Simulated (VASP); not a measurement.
# Cd (P6_3/mmc) in VASP: notebook, part 2 of 2

VASP 6.6.1. Earlier steps stand in the parts before.

## 3. Single point, PBEsol

This run uses another cell than the first one, of 20.26 Å³/atom.

Contents of INCAR:

```
SYSTEM = Cd
PREC = Accurate
ENCUT = 520
EDIFF = 1E-7
ISMEAR = 0
SIGMA = 0.1
LREAL = .FALSE.
LASPH = .TRUE.
NELM = 60
ALGO = Fast
ISIF = 2
LWAVE = .FALSE.
LCHARG = .FALSE.
GGA = PS
NBANDS = 19
```

Contents of KPOINTS:

```
Automatic mesh
0
G
  18 18 8
  0 0 0
```

Contents of POSCAR:

```
Cd
1.0
    2.9472839357      0.0000000000      0.0000000000
   -1.4736419679      2.5524227605      0.0000000000
    0.0000000000      0.0000000000      5.3852860973
Cd
2
Direct
    0.3333333333      0.6666666667      0.2500000000
    0.6666666667      0.3333333333      0.7500000000
```

Potentials or basis: VASP PAW PBE potentials, release 64 (Cd).

Command:

```bash
$ cat potpaw_PBE.64/Cd/POTCAR > POTCAR
$ mpirun -np 1 vasp_std > vasp.out
```

OUTCAR:

```text
SYSTEM = Cd
   PREC = Accurate
   ENCUT = 520
   EDIFF = 1E-7
   ISMEAR = 0
   LREAL = .FALSE.
   LASPH = .TRUE.
   NELM = 60
   ISIF = 2
   GGA = PS

 ion  position               nearest neighbor table
   1  0.333  0.667  0.250-   2 3.19   2 3.19   2 3.19   2 3.19   2 3.19   2 3.19
   2  0.667  0.333  0.750-   1 3.19   1 3.19   1 3.19   1 3.19   1 3.19   1 3.19

  LATTYP: Found a hexagonal cell.
 ALAT       =     2.9472839357
 C/A-ratio  =     1.8272030163

  Lattice vectors:

 A1 = (   2.9472839357,   0.0000000000,   0.0000000000)
 A2 = (  -1.4736419679,   2.5524227605,   0.0000000000)
 A3 = (   0.0000000000,   0.0000000000,   5.3852860973)

Analysis of symmetry for initial positions (statically):
=====================================================================
 Subroutine PRICEL returns:
 Original cell was already a primitive cell.

 Routine SETGRP: Setting up the symmetry group for a
 hexagonal supercell.

 Subroutine GETGRP returns: Found 24 space group operations
 (whereof 12 operations were pure point group operations)
 out of a pool of 24 trial point group operations.

[... 157 lines left out ...]

 Free energy of the ion-electron system (eV)
  ---------------------------------------------------
  ext. energy  EPLUGINS =         0.00000000
  ---------------------------------------------------
  free energy    TOTEN  =        -2.38931989 eV

  energy without entropy =       -2.38688961  energy(sigma->0) =       -2.38810475

 E-fermi :   3.4178     XC(G=0): -11.5598

 val. band max:        3.3882901607   @ k =   0.5000   0.0000   0.5000
 cond. band min:       3.4412416313   @ k =   0.3333   0.3333   0.2500
 fundamental gap:      0.0529514707
 Fermi energy:         3.4177834035

 k-point     1 :       0.0000    0.0000    0.0000
  band No.  band energies     occupation
      1      -6.8191      2.00000
      2      -6.4758      2.00000
      3      -6.0822      2.00000
      4      -6.0822      2.00000
      5      -6.0748      2.00000
      6      -6.0121      2.00000
[... 505 lines left out ...]
      6      -5.7608      2.00000
[... 11 lines left out ...]
     18      14.7373      0.00000
     19      15.2602      0.00000

 [... further k-points ...]
[... 5 lines left out ...]
  --------------------------------------------------------------------------------------
  -------------------------------------------------------------------------------------
  Total        0.6489477      0.6489477      0.5863214     -0.0000000     -0.0000000      0.0000000
  in kB       25.6647430     25.6647430     23.1879806     -0.0000000     -0.0000000      0.0000000
  external PRESSURE =      24.8391555 kB  Pullay stress =       0.0000000 kB

 VOLUME and BASIS-vectors are now :
 -----------------------------------------------------------------------------
  energy-cutoff  :      520.00
  volume of cell :       40.51
      direct lattice vectors                 reciprocal lattice vectors
     2.947283936  0.000000000  0.000000000     0.339295440  0.195892314  0.000000000
    -1.473641968  2.552422760  0.000000000     0.000000000  0.391784627  0.000000000
     0.000000000  0.000000000  5.385286097     0.000000000  0.000000000  0.185691156

 POSITION                                       TOTAL-FORCE (eV/Angst)
 -----------------------------------------------------------------------------------
     -0.00000      1.70162      1.34632        -0.000000      0.000000      0.000000
      1.47364      0.85081      4.03896         0.000000     -0.000000      0.000000
 -----------------------------------------------------------------------------------
    total drift:                                0.000000     -0.000000      0.000000

  FREE ENERGIE OF THE ION-ELECTRON SYSTEM (eV)
  ---------------------------------------------------
  free  energy   TOTEN  =        -2.3893198920 eV

  energy  without entropy=       -2.3868896066  energy(sigma->0) =       -2.38810475
```

stdout:

```text
POSCAR found type information on POSCAR Cd
 POSCAR found :  1 types and       2 ions
 scaLAPACK will be used
 -----------------------------------------------------------------------------
|                                                                             |
|                                                                             |
|     You enforced a specific xc type in the INCAR file but a different       |
|     I HOPE YOU KNOW WHAT YOU ARE DOING!                                     |
|                                                                             |
 -----------------------------------------------------------------------------

 LDA part: xc-table for (Slater+PW92), standard interpolation
 POSCAR, INCAR and KPOINTS ok, starting setup
 FFT: planning ... GRIDC
 FFT: planning ... GRID_SOFT
 FFT: planning ... GRID
 WAVECAR not read
 entering main loop
```

Run time: 56 s. Hardware: 1 thread of AMD EPYC 9R45 (Zen 5), shared host; peak memory 0.21 GiB.

Results:

| Item | Value |
| --- | --- |
| Free energy | -2.3893 eV |
| Pressure | 2.5 GPa |
| Band gap on the k mesh | zero (bands 12 and 13 overlap by 4.01 eV) |

Caveat: the PAW data sets were made with another functional, which shifts forces and pressure a little.

## 4. Single point, PBEsol

This run uses another cell than the first one, of 21.98 Å³/atom.

Contents of INCAR:

```
SYSTEM = Cd
PREC = Accurate
ENCUT = 520
EDIFF = 1E-6
ISMEAR = 0
SIGMA = 0.1
LREAL = .False.
LASPH = .True.
NELM = 100
ALGO = Fast
ISIF = 2
LWAVE = .False.
LCHARG = .True.
GGA = PS
LELF = .True.
LVHAR = .True.
NBANDS = 19
```

Contents of KPOINTS:

```
Automatic mesh
0
Gamma
  18 18 8
  0 0 0
```

Contents of POSCAR:

```
Cd
1.0
    2.9629273235      0.0000000000      0.0000000000
   -1.4814636617      2.5659703317      0.0000000000
    0.0000000000      0.0000000000      5.7824563646
Cd
2
Direct
    0.3333333333      0.6666666667      0.2500000000
    0.6666666667      0.3333333333      0.7500000000
```

Command:

```bash
$ cat potpaw_PBE.64/Cd/POTCAR > POTCAR
$ mpirun -np 1 vasp_std > vasp.out
```

It took 64 s on 1 thread of AMD EPYC 9R45 (Zen 5), shared host; peak memory 0.23 GiB.

Results (log left out):

```yaml
Free_energy: -2.3922 eV
Pressure: -1.6 GPa
Band_gap_on_the_k_mesh: zero (bands 12 and 13 overlap by 4.76 eV)
```

Stress tensor (GPa, compression positive):
```
-1.49  0.00  0.00
 0.00 -1.49  0.00
 0.00  0.00 -1.86
```

Levels at points of the mesh, in eV from the Fermi level:
```
           k point  band 8  band 9  band 10  band 11  band 12  band 13  band 14  band 15  band 16  band 17
(0.00, 0.00, 0.00)   -8.59   -8.59    -8.39    -8.39    -3.39    -3.08     9.57    13.88    14.70    15.24
(0.50, 0.00, 0.00)   -8.43   -8.09    -8.07    -2.21    -1.69     1.77     2.95     3.02     5.15     8.68
(0.00, 0.00, 0.50)   -8.48   -8.48    -8.48    -7.33    -7.33     3.13     3.13    15.01    15.01    16.13
(0.50, 0.00, 0.50)   -8.41   -8.08    -8.08    -1.46    -1.46     0.15     0.15     7.65     7.65    10.18
```

Caveat: the PAW data sets were made with another functional, which shifts forces and pressure a little.

## 5. Single point, PBEsol

This run uses another cell than the first one, of 17.08 Å³/atom.

Contents of INCAR:

```
PREC = Accurate ; ENCUT = 520
EDIFF = 1E-7 ; ISMEAR = 0
SIGMA = 0.1 ; LREAL = False
LASPH = True ; NELM = 100
ALGO = Normal ; ISIF = 2
LWAVE = False ; LCHARG = False
GGA = PS ; NBANDS = 19
```

Contents of KPOINTS:

```
regular mesh
0
Gamma
  18 18 8
```

Contents of POSCAR:

```
Cd
1.0
    2.8707000119      0.0000000000      0.0000000000
   -1.4353500059      2.4860991369      0.0000000000
    0.0000000000      0.0000000000      4.7855388024
Cd
2
Direct
    0.3333333333      0.6666666667      0.2500000000
    0.6666666667      0.3333333333      0.7500000000
```

Command:

```bash
$ cat potpaw_PBE.64/Cd/POTCAR > POTCAR
$ mpirun -np 1 vasp_std > vasp.out
```

Run time: 43 s. Hardware: 1 thread of AMD EPYC 9R45 (Zen 5), shared host; peak memory 0.19 GiB.

It converged, with:

```
Free energy            : -1.9866 eV
Pressure               : 21.0 GPa
Band gap on the k mesh : zero (bands 12 and 13 overlap by 2.59 eV)
```

Stress tensor (GPa, compression positive):
```
21.05  0.00  0.00
 0.00 21.05  0.00
 0.00  0.00 20.93
```

Levels at points of the mesh, in eV from the Fermi level:
```
           k point  band 9  band 10  band 11  band 12  band 13  band 14  band 15  band 16
(0.00, 0.00, 0.00)   -9.69    -8.97    -8.97    -3.90    -1.42    13.91    14.98    14.98
(0.50, 0.00, 0.00)   -8.83    -8.74    -3.76    -2.79     2.95     3.20     4.99     6.15
(0.00, 0.00, 0.50)   -9.21    -9.21    -8.90    -8.90     6.71     6.71    14.31    14.31
(0.50, 0.00, 0.50)   -8.77    -8.77    -2.76    -2.76     0.06     0.06    10.18    10.18
```

Caveat: the cell stands under pressure; the PAW data sets were made with another functional, which shifts forces and pressure a little.

## 6. Overview

| cell | gap on the mesh (eV) | pressure (GPa) |
| --- | --- | --- |
| a = 2.919, b = 2.919, c = 5.282 Å, angles 90.0, 90.0, 120.0°, 2 atoms | none | 5.6 |
| a = 2.947, b = 2.947, c = 5.385 Å, angles 90.0, 90.0, 120.0°, 2 atoms | none | 2.5 |
| a = 2.963, b = 2.963, c = 5.782 Å, angles 90.0, 90.0, 120.0°, 2 atoms | none | -1.6 |
| a = 2.871, b = 2.871, c = 4.786 Å, angles 90.0, 90.0, 120.0°, 2 atoms | none | 21.0 |

Alike in all rows: task single point; level PBEsol; potentials or basis VASP PAW PBE potentials, release 64 (Cd); no spin polarisation; k mesh 18 × 18 × 8; cutoff (eV) 520; smearing gaussian 0.1 eV.

Caveats: the PAW data sets were made with another functional, which shifts forces and pressure a little; the cell stands under pressure (at least some runs).

Total energies depend on the potentials used, so only differences within one code and one set of settings carry meaning.

The gap in the log of VASP goes by the Fermi energy; the results here count the filled bands.